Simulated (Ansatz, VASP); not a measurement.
## Two plane-wave programs on TaN

Contents of INCAR:

```
SYSTEM = TaN
  PREC = Accurate
  ENCUT = 520
  EDIFF = 1E-6
  ISMEAR = 0
  SIGMA = 0.15
  LREAL = .False.
  LASPH = .True.
  NELM = 100
  ALGO = Normal
  ISIF = 2
  LWAVE = .False.
  LCHARG = .False.
  GGA = PE
  NBANDS = 24
```

Contents of KPOINTS:

```
regular mesh
0
Gamma
  18 18 10
  0 0 0
```

POSCAR

```
TaN
1.0
    2.8041618203      0.0000000000      0.0000000000
   -1.4020809101      2.4284753727      0.0000000000
    0.0000000000      0.0000000000      4.7212800000
Ta N
2 2
Direct
    0.0000000000      0.0000000000      0.0000000000
    0.0000000000      0.0000000000      0.5000000000
    0.3333333333      0.6666666667      0.2500000000
    0.6666666667      0.3333333333      0.7500000000
```

Input for Ansatz:

```yaml
crystal:
  lattice:
    - [2.8041618203, 0.0, 0.0]
    - [-1.4020809101, 2.4284753727, 0.0]
    - [0.0, 0.0, 4.72128]
  atoms:
    - { symbol: Ta, position: [0.0, 0.0, 0.0] }
    - { symbol: Ta, position: [0.0, 0.0, 0.5] }
    - { symbol: "N", position: [0.3333333333, 0.6666666667, 0.25] }
    - { symbol: "N", position: [0.6666666667, 0.3333333333, 0.75] }
basis:
  ecutwfc: 420
kpoints:
  mp_grid: { grid: [18, 18, 10] }
hamiltonian:
  xc: pbe
scf:
  occupations: { method: gaussian, width: 0.15 }
output:
  forces: true
  stress: true
  eigenvalues: true
```

Change from the starting cell: strain -0.080 along x and y, -0.040 along z, atoms carried along.

Alike in both runs: task single point; functional PBE; k mesh 18 × 18 × 10; occupations gaussian, width 0.15 eV; no spin polarisation.

```csv
,VASP,Ansatz
version,VASP 6.6.1,Ansatz 0.2.0
potentials or method,"VASP PAW PBE potentials, release 64 (Ta_pv, N), cutoff 520 eV","scalar-relativistic, plane waves, PAW"
valence electrons in the cell,32,36
```

```tsv
	VASP	Ansatz	Ansatz less VASP
gap on the k mesh at the Fermi level (eV)	none	none	-
pressure (GPa)	221.7	217.2	-4.49
traceless stress, the component that is largest in VASP (GPa)	98.40	97.33	-1.071
```

A gap of «none» marks a metal or a gap that the smearing closes. Both programs put the cell under a high pressure, so it lies far from rest at this level. VASP's potentials hold 32 valence electrons a cell and Ansatz's 36, so a difference there can come from the potentials and not from the codes.

Neither program's run includes spin-orbit coupling. Noted on VASP's run: the cell as given lies far from equilibrium.
